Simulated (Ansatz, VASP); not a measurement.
MnO: VASP beside Ansatz

```
Mn O
1.0
     0.00000    2.26646    2.26646
     2.26646    0.00000    2.26646
     2.26646    2.26646    0.00000
Mn O
1 1
Direct
  0.00000 0.00000 0.00000
  0.50000 0.50000 0.50000
```

Alike in both runs: task single point; functional PBE; k mesh 12 × 12 × 12; occupations gaussian, width 0.05 eV; collinear spin; Hubbard terms Mn d U = 3.9 eV.

|  | VASP | Ansatz |
| --- | --- | --- |
| version | VASP 6.6.1 | Ansatz 0.2.0 |
| potentials or method | VASP PAW PBE potentials, release 64 (Mn_sv, O), cutoff 600 eV | scalar-relativistic, plane waves, PAW |
| valence electrons in the cell | 21 | 21 |

```tsv
	VASP	Ansatz	Ansatz less VASP
pressure (GPa)	-3.9	0.0	+3.87
net moment per atom (μB)	2.50	2.50	0.000
size of the moment on the site where the two differ most (μB)	4.50	4.32	-0.178
```

Site moments also hang on the region over which each program counts them. The programs project onto different local orbitals, so the same U acts differently, and such runs can settle in different states. Ansatz's warnings: filled band counts differ across k points, stability check not made.
